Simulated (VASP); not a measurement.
# Ta in VASP: single point with LDA

Aim: the single point of Ta with LDA.

All numbers are computed with VASP 6.6.1; they aren't measurements. Logs are shortened: lines on timing, memory, paths and dates and some standing lists are left out, and cuts for length are marked.

### 1 The cell of the first run

The cell holds a slab with vacuum, 4 atoms: a = 3.253 Å, b = 3.253 Å, c = 18.879 Å, α = 90.00°, β = 90.00°, γ = 90.00°.

### 2 Single point, LDA

Contents of INCAR:

```
SYSTEM = Ta
ALGO = Fast ; DIPOL = 0.5 0.5 0.498
EDIFF = 1E-6 ; ENCUT = 520
GGA = CA ; IDIPOL = 3
ISIF = 2 ; ISMEAR = 0
LASPH = .TRUE. ; LCHARG = .FALSE.
LDIPOL = .TRUE. ; LREAL = .FALSE.
LWAVE = .FALSE. ; NBANDS = 30
NELM = 60 ; PREC = Accurate
SIGMA = 0.1
```

Contents of KPOINTS:

```
k-points
0
G
  9 9 1
  0 0 0
```

Contents of POSCAR:

```
Ta
1.0
    3.2528679937      0.0000000000      0.0000000000
    0.0000000000      3.2528679937      0.0000000000
    0.0000000000      0.0000000000     18.8793019905
Ta
4
Direct
    0.5000000000      0.5000000000      0.3707764198
    0.0000000000      0.0000000000      0.4569254733
    0.5000000000      0.5000000000      0.5422389293
    0.0000000000      0.0000000000      0.6204545363
```

Potentials or basis: VASP PAW LDA potentials, release 64 (Ta_pv).

Launch:

```bash
$ cat potpaw_LDA.64/Ta_pv/POTCAR > POTCAR
$ mpirun -np 1 vasp_std > vasp.out
```

OUTCAR:

```text
SYSTEM = Ta
   EDIFF = 1E-6
   ENCUT = 520
   GGA = CA
   ISIF = 2
   ISMEAR = 0
   LASPH = .TRUE.
   LREAL = .FALSE.
   NELM = 60
   PREC = Accurate

 ion  position               nearest neighbor table
   1  0.500  0.500  0.371-   2 2.82   2 2.82   2 2.82   2 2.82   3 3.24
   2  0.000  0.000  0.457-   3 2.81   3 2.81   3 2.81   3 2.81   1 2.82   1 2.82   1 2.82   1 2.82
                             4 3.09
   3  0.500  0.500  0.542-   4 2.73   4 2.73   4 2.73   4 2.73   2 2.81   2 2.81   2 2.81   2 2.81
                             1 3.24
   4  0.000  0.000  0.620-   3 2.73   3 2.73   3 2.73   3 2.73   2 3.09

  LATTYP: Found a simple tetragonal cell.
 ALAT       =     3.2528679937
 C/A-ratio  =     5.8038942948

  Lattice vectors:

 A1 = (   3.2528679937,   0.0000000000,   0.0000000000)
 A2 = (   0.0000000000,   3.2528679937,   0.0000000000)
 A3 = (   0.0000000000,   0.0000000000,  18.8793019905)

Analysis of symmetry for initial positions (statically):
=====================================================================
 Subroutine PRICEL returns:
 Original cell was already a primitive cell.

 Routine SETGRP: Setting up the symmetry group for a
 simple tetragonal supercell.

 Subroutine GETGRP returns: Found  8 space group operations
 (whereof  8 operations were pure point group operations)
 out of a pool of 16 trial point group operations.

The static configuration has the point symmetry C_4v.

Analysis of symmetry for dynamics (positions and initial velocities):
=====================================================================
 Subroutine PRICEL returns:
 Original cell was already a primitive cell.

 Routine SETGRP: Setting up the symmetry group for a
 simple tetragonal supercell.

 Subroutine GETGRP returns: Found  8 space group operations
 (whereof  8 operations were pure point group operations)
 out of a pool of 16 trial point group operations.

The dynamic configuration has the point symmetry C_4v.

 Subroutine INISYM returns: Found  8 space group operations
 (whereof  8 operations are pure point group operations),
 and found     1 'primitive' translations

----------------------------------------------------------------------------------------

                                     Primitive cell

  volume of cell :     199.7647

  direct lattice vectors                    reciprocal lattice vectors
     3.252867994  0.000000000  0.000000000     0.307421021  0.000000000  0.000000000
     0.000000000  3.252867994  0.000000000     0.000000000  0.307421021  0.000000000
     0.000000000  0.000000000 18.879301991     0.000000000  0.000000000  0.052968060

  length of vectors
     3.252867994  3.252867994 18.879301991     0.307421021  0.307421021  0.052968060

  position of ions in fractional coordinates (direct lattice)
     0.500000000  0.500000000  0.370776420
     0.000000000  0.000000000  0.456925473
     0.500000000  0.500000000  0.542238929
     0.000000000  0.000000000  0.620454536

  ion indices of the primitive-cell ions
   primitive index   ion index
                 1           1
                 2           2
                 3           3
                 4           4

----------------------------------------------------------------------------------------

 KPOINTS: k-points

Automatic generation of k-mesh.
 Grid dimensions read from file:
 generate k-points for:    9    9    1

 Generating k-lattice:

  Cartesian coordinates                     Fractional coordinates (reciprocal lattice)
     0.034157891  0.000000000  0.000000000     0.111111111  0.000000000  0.000000000
     0.000000000  0.034157891  0.000000000     0.000000000  0.111111111  0.000000000
     0.000000000  0.000000000  0.052968060     0.000000000  0.000000000  1.000000000

  Length of vectors
     0.034157891  0.034157891  0.052968060

  Shift w.r.t. Gamma in fractional coordinates (k-lattice)
     0.000000000  0.000000000  0.000000000

 Subroutine IBZKPT returns following result:
 ===========================================

 Found     15 irreducible k-points:

 Following reciprocal coordinates:
            Coordinates               Weight
  0.000000  0.000000  0.000000      1.000000
  0.111111  0.000000  0.000000      4.000000
  0.222222  0.000000  0.000000      4.000000
  0.333333  0.000000  0.000000      4.000000
  0.444444  0.000000  0.000000      4.000000
  0.111111  0.111111  0.000000      4.000000
  0.222222  0.111111  0.000000      8.000000
  0.333333  0.111111  0.000000      8.000000
  0.444444  0.111111  0.000000      8.000000
  0.222222  0.222222  0.000000      4.000000
  0.333333  0.222222  0.000000      8.000000
  0.444444  0.222222  0.000000      8.000000
  0.333333  0.333333  0.000000      4.000000
  0.444444  0.333333  0.000000      8.000000
  0.444444  0.444444  0.000000      4.000000
   k-points           NKPTS =     15   k-points in BZ     NKDIM =     15   number of bands    NBANDS=     30
   number of dos      NEDOS =    301   number of ions     NIONS =      4
   total plane-waves  NPLWV =  80640
   dimension x,y,z NGX =    24 NGY =   24 NGZ =  140
   dimension x,y,z NGXF=    48 NGYF=   48 NGZF=  280
   ions per type =               4
   NGX,Y,Z   is equivalent  to a cutoff of  12.27, 12.27, 12.33 a.u.
   NGXF,Y,Z  is equivalent  to a cutoff of  24.53, 24.53, 24.66 a.u.
 SYSTEM =  Ta
   PREC   = accura    normal or accurate (medium, high low for compatibility)
   ISTART =      0    job   : 0-new  1-cont  2-samecut
   ICHARG =      2    charge: 1-file 2-atom 10-const
   ISPIN  =      1    spin polarized calculation?
   LNONCOLLINEAR =      F non collinear calculations
   LSORBIT =      F    spin-orbit coupling
   LASPH  =      T    aspherical Exc in radial PAW
   ENCUT  =  520.0 eV  38.22 Ry    6.18 a.u.   6.05  6.05 35.10*2*pi/ulx,y,z
   NELM   =     60;   NELMIN=  2; NELMDL= -5     # of ELM steps
   EDIFF  = 0.1E-05   stopping-criterion for ELM
   LREAL  =      F    real-space projection
   EDIFFG = 0.1E-04   stopping-criterion for IOM
   NSW    =      0    number of steps for IOM
   IBRION =     -1    ionic relax: 0-MD 1-quasi-New 2-CG
   NFREE  =      0    steps in history (QN), initial steepest desc. (CG)
   ISIF   =      2    stress and relaxation
   ISYM   =      2    0-nonsym 1-usesym 2-fastsym
   POTIM  = 0.5000    time-step for ionic-motion
   TEBEG  =    0.0;   TEEND  =   0.0 temperature during run
   PSTRESS=    0.0 pullay stress
   NELECT =      44.0000    total number of electrons
   NUPDOWN=      -1.0000    fix difference up-down
   EMIN   =  10.00;   EMAX   =-10.00  energy-range for DOS
   EFERMI =   0.00;   METHOD = LEGACY
   ISMEAR =     0;   SIGMA  =   0.10  broadening in eV -4-tet -1-fermi 0-gaus
   EFERMI_NEDOS =   21; number of points for ismear=-14 and -15
   IALGO  =     68    algorithm
   IMIX   =      4    mixing-type and parameters
     AMIX     =   0.40;   BMIX     =  1.00
     AMIX_MAG =   1.60;   BMIX_MAG =  1.00
  volume/ion in A,a.u.               =      49.94       337.02
  Fermi-wavevector in a.u.,A,eV,Ry     =   0.988673  1.868322 13.299352  0.977475
  Thomas-Fermi vector in A             =   2.120217
   LORBIT       =      0    0 simple, 1 ext, 2 COOP (PROOUT), +10 PAW based schemes
   GGA     = CA    functional components
   LHFCALC =     F    Hartree Fock is set to
   AEXX    =    0.0000 exact exchange contribution
   IVDW    =     0    specifies the selected vdW correction
   LEPSILON=     F    determine dielectric tensor
   LRPA    =     F    only Hartree local field effects (RPA)
 non-spin polarized calculation
 RMM-DIIS sequential band-by-band and
 Gauss-broadening in eV      SIGMA  =   0.10
  energy-cutoff  :      520.00
  volume of cell :      199.76
 maximum number of plane-waves:      5420
   NGX = 13   NGY = 13   NGZ = 71

 dipolmoment           0.000000      0.000000      0.005066 electrons x Angstroem

 number of electron      44.0000010 magnetization

 dipolmoment           0.000000      0.000000     -0.010247 electrons x Angstroem

 Free energy of the ion-electron system (eV)
  ---------------------------------------------------
  ext. energy  EPLUGINS =         0.00000000
  ---------------------------------------------------
  free energy    TOTEN  =       -47.09844613 eV

  energy without entropy =      -47.07254303  energy(sigma->0) =      -47.08549458

 E-fermi :  -0.3801     XC(G=0):  -5.8077

 val. band max:       -0.3892421542   @ k =   0.1111   0.0000   0.0000
 cond. band min:      -0.3693421525   @ k =   0.0000   0.0000   0.0000
 fundamental gap:      0.0199000017
 Fermi energy:        -0.3801237835

 k-point     1 :       0.0000    0.0000    0.0000
  band No.  band energies     occupation
      1     -35.0556      2.00000
      2     -34.9204      2.00000
      3     -34.8667      2.00000
      4     -34.8667      2.00000
      5     -34.7546      2.00000
      6     -34.7546      2.00000
[... 22 lines left out ...]
     29       1.4836      0.00000
     30       2.2568      0.00000

 k-point     2 :       0.1111    0.0000    0.0000
  band No.  band energies     occupation
      1     -35.0661      2.00000
      2     -34.9316      2.00000
      3     -34.8991      2.00000
      4     -34.8553      2.00000
      5     -34.8003      2.00000
      6     -34.7406      2.00000
[... 22 lines left out ...]
     29       2.2987      0.00000
     30       2.4107      0.00000

 k-point     3 :       0.2222    0.0000    0.0000
  band No.  band energies     occupation
      1     -35.0954      2.00000
      2     -35.0004      2.00000
      3     -34.9553      2.00000
      4     -34.8798      2.00000
      5     -34.8273      2.00000
      6     -34.7024      2.00000
[... 22 lines left out ...]
     29       2.1981      0.00000
     30       2.7097      0.00000

 k-point     4 :       0.3333    0.0000    0.0000
  band No.  band energies     occupation
      1     -35.1306      2.00000
      2     -35.1073      2.00000
      3     -34.9963      2.00000
      4     -34.9524      2.00000
      5     -34.7965      2.00000
      6     -34.6543      2.00000
[... 22 lines left out ...]
     29       2.2638      0.00000
     30       2.6964      0.00000

 k-point     5 :       0.4444    0.0000    0.0000
  band No.  band energies     occupation
      1     -35.1729      2.00000
      2     -35.1527      2.00000
      3     -35.0285      2.00000
      4     -34.9988      2.00000
      5     -34.7766      2.00000
      6     -34.6206      2.00000
[... 22 lines left out ...]
     29       2.5492      0.00000
     30       2.8539      0.00000
[... 229 lines left out ...]
     29       2.9370      0.00000
     30       2.9917      0.00000

 k-point    13 :       0.3333    0.3333    0.0000
  band No.  band energies     occupation
      1     -35.0931      2.00000
      2     -35.0922      2.00000
      3     -35.0192      2.00000
      4     -34.9769      2.00000
      5     -34.9713      2.00000
      6     -34.8413      2.00000
[... 22 lines left out ...]
     29       3.5375      0.00000
     30       3.9708      0.00000

 k-point    14 :       0.4444    0.3333    0.0000
  band No.  band energies     occupation
      1     -35.1286      2.00000
      2     -35.1103      2.00000
      3     -35.0477      2.00000
      4     -35.0299      2.00000
      5     -34.9545      2.00000
      6     -34.8263      2.00000
[... 22 lines left out ...]
     29       3.3390      0.00000
     30       3.5475      0.00000

 k-point    15 :       0.4444    0.4444    0.0000
  band No.  band energies     occupation
      1     -35.1619      2.00000
      2     -35.1550      2.00000
      3     -35.0497      2.00000
      4     -35.0390      2.00000
      5     -34.9564      2.00000
      6     -34.8345      2.00000
[... 22 lines left out ...]
     29       3.6123      0.00000
     30       3.7674      0.00000

------------------------ aborting loop because EDIFF is reached ----------------------------------------

 vacuum level on the upper side and lower side of the slab       (xc-potential included)        -0.268        -0.123

  FORCE on cell =-STRESS in cart. coord.  units (eV):
  Direction    XX          YY          ZZ          XY          YZ          ZX
  --------------------------------------------------------------------------------------
  -------------------------------------------------------------------------------------
  Total       -4.4070703     -4.4070703     -1.0472230      0.0000000      0.0000000      0.0000000
  in kB      -35.3461200    -35.3461200     -8.3990653      0.0000000      0.0000000      0.0000000
  external PRESSURE =     -26.3637684 kB  Pullay stress =       0.0000000 kB

 VOLUME and BASIS-vectors are now :
 -----------------------------------------------------------------------------
  energy-cutoff  :      520.00
  volume of cell :      199.76
      direct lattice vectors                 reciprocal lattice vectors
     3.252867994  0.000000000  0.000000000     0.307421021  0.000000000  0.000000000
     0.000000000  3.252867994  0.000000000     0.000000000  0.307421021  0.000000000
     0.000000000  0.000000000 18.879301991     0.000000000  0.000000000  0.052968060

 POSITION                                       TOTAL-FORCE (eV/Angst)
 -----------------------------------------------------------------------------------
      1.62643      1.62643      7.00000         0.000000     -0.000000      0.750537
      0.00000      0.00000      8.62643         0.000000      0.000000     -0.811543
      1.62643      1.62643     10.23709        -0.000000     -0.000000     -0.003112
      0.00000      0.00000     11.71375         0.000000      0.000000      0.064118
 -----------------------------------------------------------------------------------
    total drift:                                0.000000      0.000000     -0.000193

  FREE ENERGIE OF THE ION-ELECTRON SYSTEM (eV)
  ---------------------------------------------------
  free  energy   TOTEN  =       -47.0984461294 eV

  energy  without entropy=      -47.0725430281  energy(sigma->0) =      -47.08549458

 vacuum level on the upper side and lower side of the slab         3.528         3.685
```

It took 2.1 min on 1 thread of Intel Xeon Platinum 8488C (Sapphire Rapids), shared host; peak memory 0.24 GiB.

Results:

* Free energy: -47.0984 eV
* Largest force: 0.812 eV/Å
* Band gap on the k mesh: zero (band 22 reaches -0.08 eV, above the bottom of band 23 at -0.48 eV)

Forces in eV/Å, atoms in the order of the input:
```
Ta   0.000  0.000  0.751
Ta   0.000  0.000 -0.812
Ta   0.000  0.000 -0.003
Ta   0.000  0.000  0.064
```

Caveat: spin-orbit coupling is left out, which moves the levels of the heavy elements.
